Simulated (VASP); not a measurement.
Si2Mo: single point with LDA

Si2Mo:

```
CELL_PARAMETERS angstrom
-1.63138 1.63138 4.00759
1.63138 -1.63138 4.00759
1.63138 1.63138 -4.00759
ATOMIC_POSITIONS crystal
Mo 0.00000 0.00000 0.00000
Si 0.66700 0.66700 0.00000
Si 0.33300 0.33300 0.00000
```

This cell differs from its parent crystal: volume scaled by 1.06.

| Item | Value |
| --- | --- |
| Program | VASP 6.6.1 |
| Task | single point |
| Functional | LDA |
| Potentials or basis | VASP PAW LDA potentials, release 64 (Mo_sv, Si) |
| Cutoff | 520 eV |
| k mesh | 12 × 12 × 12 |
| Occupations | fermi-dirac, width 0.05 eV |
| Spin | no spin polarisation |

The pressure is -15.9 GPa. The largest force is 0.447 eV/Å and the band gap on the k mesh is zero (band 11 reaches 11.81 eV, above the bottom of band 12 at 10.82 eV).

Forces on the atoms (eV/Å):
```
Mo   0.000  0.000  0.000
Si   0.000  0.000 -0.447
Si   0.000  0.000  0.447
```

Stress tensor (GPa, compression positive):
```
-14.90   0.00   0.00
  0.00 -14.90   0.00
  0.00   0.00 -17.96
```

Levels at points of the mesh, in eV from the Fermi level:
```
           k point  band 8  band 9  band 10  band 11  band 12  band 13  band 14  band 15
(0.00, 0.00, 0.00)   -2.79   -2.49    -2.49     0.39     2.69     3.38     3.47     3.47
(0.50, 0.00, 0.00)   -4.25   -2.43    -2.33    -0.45     2.03     2.90     3.54     4.06
(0.50, 0.50, 0.00)   -5.30   -4.26    -2.83    -1.07     2.07     2.41     2.77     3.07
(0.50, 0.50, 0.50)   -2.14   -0.55    -0.55    -0.51    -0.51     0.51     4.33     4.38
```

Run time: 53 s on 1 thread of Intel(R) Xeon(R) 6975P-C (Granite Rapids) (shared host), peak memory 0.25 GiB.
